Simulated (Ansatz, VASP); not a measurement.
## MgO: VASP beside Ansatz

```
Mg O
1.0
     0.00000    2.10956    2.10956
     2.10956    0.00000    2.10956
     2.10956    2.10956    0.00000
Mg O
1 1
Cartesian
  0.0000 0.0000 0.0000
  2.1096 2.1096 2.1096
```

Change from the starting cell: mode 6 frozen in at -0.000 Å, equal normal strain along x, y and z -0.0083.

Alike in both runs: task single point; functional PBE; k mesh 10 × 10 × 10; occupations gaussian, width 0.05 eV; no spin polarisation.

|  | VASP | Ansatz |
| --- | --- | --- |
| version | VASP 6.6.1 | Ansatz 0.2.0 |
| potentials or method | VASP PAW PBE potentials, release 64 (Mg_sv, O), cutoff 840 eV | scalar-relativistic, plane waves, PAW |
| valence electrons in the cell | 16 | 16 |

|  | VASP | Ansatz | Ansatz less VASP |
| --- | --- | --- | --- |
| gap on the k mesh at the Fermi level (eV) | 4.69 | 4.70 | +0.007 |
| least direct gap on the mesh (eV) | 4.69 | 4.70 | +0.007 |
| pressure (GPa) | 3.9 | 3.9 | +0.01 |

With one functional, cell and mesh, what is left measures potentials, basis and numerics.
